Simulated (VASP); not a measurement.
# SnO2 (P4_2/mnm) in VASP: further runs, part 2 of 2

VASP 6.6.1.

## Step 4: Single point, PBE

This run uses another cell than the first one, of the same volume but with other edges.

File INCAR:

```
SYSTEM = SnO2
PREC     = Accurate       ! precision mode
ENCUT    = 520            ! plane-wave cutoff, eV
EDIFF    = 1E-7           ! SCF threshold, eV
ISMEAR   = 0              ! smearing method
SIGMA    = 0.05           ! smearing width, eV
LREAL    = .FALSE.        ! projectors in reciprocal space
LASPH    = .TRUE.         ! aspherical terms in the spheres
NELM     = 80             ! most SCF steps
ALGO     = Normal         ! electronic algorithm
ISIF     = 2              ! what is computed and relaxed
LWAVE    = .FALSE.        ! write WAVECAR
LCHARG   = .TRUE.         ! write CHGCAR
GGA      = PE             ! functional
LELF     = .TRUE.         ! ELF
LVHAR    = .TRUE.       
NBANDS   = 35             ! bands
```

File KPOINTS:

```
Automatic mesh
0
G
  6 6 10
  0 0 0
```

File POSCAR:

```
SnO2
1.0
    4.8938461607      0.0000000000      0.0000000000
    0.0000000000      4.8938461607      0.0000000000
    0.0000000000      0.0000000000      3.1510583938
Sn O
2 4
Direct
    0.0000000000      0.0000000000      0.0000000000
    0.5000000000      0.5000000000      0.5000000000
    0.3066050867      0.3066050867      0.0000000000
    0.1933949133      0.8066050867      0.5000000000
    0.6933949133      0.6933949133      0.0000000000
    0.8066050867      0.1933949133      0.5000000000
```

Potentials or basis: VASP PAW PBE potentials, release 64 (Sn_d, O).

Run with:

```sh
$ cat potpaw_PBE.64/Sn_d/POTCAR potpaw_PBE.64/O/POTCAR > POTCAR
$ mpirun -np 1 vasp_std > vasp.out
```

OUTCAR:

```text
SYSTEM = SnO2
   PREC = Accurate
   ENCUT = 520
   EDIFF = 1E-7
   ISMEAR = 0
   LREAL = .FALSE.
   LASPH = .TRUE.
   NELM = 80
   ISIF = 2
   GGA = PE

 ion  position               nearest neighbor table
   1  0.000  0.000  0.000-   4 2.07   6 2.07   4 2.07   6 2.07   5 2.12   3 2.12
   2  0.500  0.500  0.500-   3 2.07   5 2.07   3 2.07   5 2.07   4 2.12   6 2.12
   3  0.307  0.307  0.000-   2 2.07   2 2.07   1 2.12
   4  0.193  0.807  0.500-   1 2.07   1 2.07   2 2.12
   5  0.693  0.693  0.000-   2 2.07   2 2.07   1 2.12
   6  0.807  0.193  0.500-   1 2.07   1 2.07   2 2.12

  LATTYP: Found a simple tetragonal cell.
 ALAT       =     4.8938461607
 C/A-ratio  =     0.6438817834

  Lattice vectors:

 A1 = (   4.8938461607,   0.0000000000,   0.0000000000)
 A2 = (   0.0000000000,   4.8938461607,   0.0000000000)
 A3 = (   0.0000000000,   0.0000000000,   3.1510583938)

Analysis of symmetry for initial positions (statically):
=====================================================================
 Subroutine PRICEL returns:
 Original cell was already a primitive cell.

[... 182 lines left out ...]
 cond. band min:       6.3397670417   @ k =   0.0000   0.0000   0.0000
 fundamental gap:      0.8321092933
 Fermi energy:         5.7445683304

 k-point     1 :       0.0000    0.0000    0.0000
  band No.  band energies     occupation
      1     -15.5551      2.00000
      2     -14.9471      2.00000
      3     -14.6566      2.00000
      4     -14.6254      2.00000
      5     -14.6254      2.00000
      6     -14.5329      2.00000
[... 901 lines left out ...]
     34      17.4793      0.00000
     35      17.8525      0.00000

 [... further k-points ...]

------------------------ aborting loop because EDIFF is reached ----------------------------------------

  FORCE on cell =-STRESS in cart. coord.  units (eV):
  Direction    XX          YY          ZZ          XY          YZ          ZX
  --------------------------------------------------------------------------------------
  -------------------------------------------------------------------------------------
  Total       -0.2909947     -0.2909947      3.9431373     -0.0000000      0.0000000      0.0000000
  in kB       -6.1778681     -6.1778681     83.7134811     -0.0000000      0.0000000      0.0000000
  external PRESSURE =      23.7859150 kB  Pullay stress =       0.0000000 kB

 VOLUME and BASIS-vectors are now :
 -----------------------------------------------------------------------------
  energy-cutoff  :      520.00
  volume of cell :       75.47
      direct lattice vectors                 reciprocal lattice vectors
     4.893846161  0.000000000  0.000000000     0.204338258  0.000000000  0.000000000
     0.000000000  4.893846161  0.000000000     0.000000000  0.204338258  0.000000000
     0.000000000  0.000000000  3.151058394     0.000000000  0.000000000  0.317353687

 POSITION                                       TOTAL-FORCE (eV/Angst)
 -----------------------------------------------------------------------------------
      0.00000      0.00000      0.00000         0.000000      0.000000      0.000000
      2.44692      2.44692      1.57553         0.000000      0.000000      0.000000
      1.50048      1.50048      0.00000        -0.075654     -0.075654      0.000000
      0.94644      3.94740      1.57553         0.075654     -0.075654      0.000000
      3.39337      3.39337      0.00000         0.075654      0.075654      0.000000
      3.94740      0.94644      1.57553        -0.075654      0.075654      0.000000
 -----------------------------------------------------------------------------------
    total drift:                                0.000000      0.000000      0.000000

  FREE ENERGIE OF THE ION-ELECTRON SYSTEM (eV)
  ---------------------------------------------------
  free  energy   TOTEN  =       -37.2525395116 eV

  energy  without entropy=      -37.2525395116  energy(sigma->0) =      -37.25253951
```

Wall time 3.2 min (1 thread of Intel Xeon 8259CL, shared host); peak memory 0.26 GiB.

What came out:

| Property | Result |
| --- | --- |
| Free energy | -37.2525 eV |
| Pressure | 2.4 GPa |
| Largest force | 0.107 eV/Å |
| Band gap on the k mesh | 0.83 eV |

Forces on the atoms (eV/Å):
```
Sn   0.000  0.000  0.000
Sn   0.000  0.000  0.000
O   -0.076 -0.076  0.000
O    0.076 -0.076  0.000
O    0.076  0.076  0.000
O   -0.076  0.076  0.000
```

Stress tensor (GPa, compression positive):
```
-0.62  0.00  0.00
 0.00 -0.62  0.00
 0.00  0.00  8.37
```

Levels at points of the mesh, in eV from the valence-band top:
```tsv
k point	band 22	band 23	band 24	band 25	band 26	band 27	band 28	band 29	band 30	band 31
(0.00, 0.00, 0.00)	-1.15	-1.15	-0.79	-0.79	0.00	0.83	6.04	6.33	6.33	10.12
(0.50, 0.00, 0.00)	-1.93	-1.12	-1.12	-0.65	-0.65	3.93	3.93	7.12	7.12	10.16
(0.50, 0.50, 0.00)	-1.83	-1.21	-1.21	-0.93	-0.93	4.41	4.41	7.36	7.36	10.21
(0.00, 0.00, 0.50)	-2.57	-1.50	-1.50	-1.19	-1.19	5.64	5.64	9.23	9.23	10.21
(0.50, 0.00, 0.50)	-1.66	-1.04	-1.04	-0.82	-0.82	5.86	5.86	7.39	7.39	10.99
(0.50, 0.50, 0.50)	-2.52	-0.95	-0.95	-0.83	-0.83	4.34	4.34	8.58	8.58	10.57
```

Caveat: the stress differs along the axes, from -1 to 8 GPa; spin-orbit coupling is left out, which moves the levels of the heavy elements.

## Step 5: Single point, PBE

This run uses another cell than the first one, of the same volume but with other edges.

File INCAR:

```
PREC = Accurate
ENCUT = 520
EDIFF = 1E-6
ISMEAR = 0
SIGMA = 0.05
LREAL = False
LASPH = True
NELM = 80
ALGO = Normal
ISIF = 2
LWAVE = False
LCHARG = True
GGA = PE
LELF = True
LVHAR = True
NBANDS = 35
```

File KPOINTS:

```
regular mesh
0
Gamma
  6 6 10
```

POSCAR, as its differences from that of step 4:

```diff
@@ -2,5 +2,5 @@
 1.0
-    4.8938461607      0.0000000000      0.0000000000
-    0.0000000000      4.8938461607      0.0000000000
-    0.0000000000      0.0000000000      3.1510583938
+    4.7498251683      0.0000000000      0.0000000000
+    0.0000000000      4.7498251683      0.0000000000
+    0.0000000000      0.0000000000      3.3450439535
 Sn O
```

Potentials or basis: VASP PAW PBE potentials, release 64 (Sn_d, O).

Run with:

```sh
$ cat potpaw_PBE.64/Sn_d/POTCAR potpaw_PBE.64/O/POTCAR > POTCAR
$ mpirun -np 1 vasp_std > vasp.out
```

OUTCAR:

```text
PREC = Accurate
   ENCUT = 520
   EDIFF = 1E-6
   ISMEAR = 0
   LREAL = False
   LASPH = True
   NELM = 80
   ISIF = 2
   GGA = PE

 ion  position               nearest neighbor table
   1  0.000  0.000  0.000-   3 2.06   5 2.06   4 2.12   6 2.12   4 2.12   6 2.12   2 3.75   2 3.75
                             2 3.75   2 3.75   2 3.75   2 3.75   2 3.75   2 3.75
   2  0.500  0.500  0.500-   4 2.06   6 2.06   5 2.12   3 2.12   3 2.12   5 2.12   1 3.75   1 3.75
                             1 3.75   1 3.75   1 3.75   1 3.75   1 3.75   1 3.75
   3  0.307  0.307  0.000-   1 2.06   2 2.12   2 2.12
   4  0.193  0.807  0.500-   2 2.06   1 2.12   1 2.12
   5  0.693  0.693  0.000-   1 2.06   2 2.12   2 2.12
[... 1124 lines left out ...]
  Total        0.9878198      0.9878198     -3.1836260      0.0000000      0.0000000      0.0000000
  in kB       20.9715844     20.9715844    -67.5889274      0.0000000      0.0000000      0.0000000
  external PRESSURE =      -8.5485862 kB  Pullay stress =       0.0000000 kB

 VOLUME and BASIS-vectors are now :
 -----------------------------------------------------------------------------
  energy-cutoff  :      520.00
  volume of cell :       75.47
      direct lattice vectors                 reciprocal lattice vectors
     4.749825168  0.000000000  0.000000000     0.210534065  0.000000000  0.000000000
     0.000000000  4.749825168  0.000000000     0.000000000  0.210534065  0.000000000
     0.000000000  0.000000000  3.345043953     0.000000000  0.000000000  0.298949734

 POSITION                                       TOTAL-FORCE (eV/Angst)
 -----------------------------------------------------------------------------------
      0.00000      0.00000      0.00000         0.000000     -0.000000      0.000000
      2.37491      2.37491      1.67252         0.000000     -0.000000      0.000000
      1.45632      1.45632      0.00000         0.062853      0.062853      0.000000
      0.91859      3.83123      1.67252        -0.062853      0.062853      0.000000
      3.29350      3.29350      0.00000        -0.062853     -0.062853      0.000000
      3.83123      0.91859      1.67252         0.062853     -0.062853      0.000000
 -----------------------------------------------------------------------------------
    total drift:                                0.000000      0.000000      0.000000

  FREE ENERGIE OF THE ION-ELECTRON SYSTEM (eV)
  ---------------------------------------------------
  free  energy   TOTEN  =       -37.2438773652 eV

  energy  without entropy=      -37.2438773651  energy(sigma->0) =      -37.24387737
```

stdout:

```text
POSCAR found type information on POSCAR SnO
 POSCAR found :  2 types and       6 ions
 scaLAPACK will be used
 LDA part: xc-table for (Slater+PW92), standard interpolation
 POSCAR, INCAR and KPOINTS ok, starting setup
 FFT: planning ... GRIDC
 FFT: planning ... GRID_SOFT
 FFT: planning ... GRID
 WAVECAR not read
 entering main loop
```

Wall time 3.1 min (1 thread of Intel Xeon 8259CL, shared host); peak memory 0.26 GiB.

What came out:

```
Free energy            : -37.2439 eV
Pressure               : -0.9 GPa
Largest force          : 0.089 eV/Å
Band gap on the k mesh : 0.51 eV
```

Forces on the atoms (eV/Å):
```
Sn   0.000  0.000  0.000
Sn   0.000  0.000  0.000
O    0.063  0.063  0.000
O   -0.063  0.063  0.000
O   -0.063 -0.063  0.000
O    0.063 -0.063  0.000
```

Caveat: the stress differs along the axes, from -7 to 2 GPa; semilocal functionals underestimate gaps, and a narrow one can read as zero; spin-orbit coupling is left out, which moves the levels of the heavy elements.

## Step 6: The runs side by side

| cell | gap on the mesh (eV) | pressure (GPa) | largest force (eV/Å) |
| --- | --- | --- | --- |
| a = 4.964, b = 4.964, c = 3.063 Å, 6 atoms | 1.01 | 4.7 | 0.20 |
| a = 4.677, b = 4.677, c = 3.450 Å, 6 atoms | 0.42 | -1.6 | 0.21 |
| a = 4.894, b = 4.894, c = 3.151 Å, 6 atoms | 0.83 | 2.4 | 0.11 |
| a = 4.750, b = 4.750, c = 3.345 Å, 6 atoms | 0.51 | -0.9 | 0.09 |

Alike in all rows: task single point; level PBE; potentials or basis VASP PAW PBE potentials, release 64 (Sn_d, O); no spin polarisation; k mesh 6 × 6 × 10; cutoff (eV) 520; smearing gaussian 0.05 eV.

Caveats: spin-orbit coupling is left out, which moves the levels of the heavy elements; semilocal functionals underestimate gaps, and a narrow one can read as zero (at least some runs); the stress differs along the axes, from -2 to 17 GPa (at least some runs); the stress differs along the axes, from -13 to 4 GPa (at least some runs); the stress differs along the axes, from -1 to 8 GPa (at least some runs); the stress differs along the axes, from -7 to 2 GPa (at least some runs).

Total energies depend on the potentials used, so only differences within one code and one set of settings carry meaning.
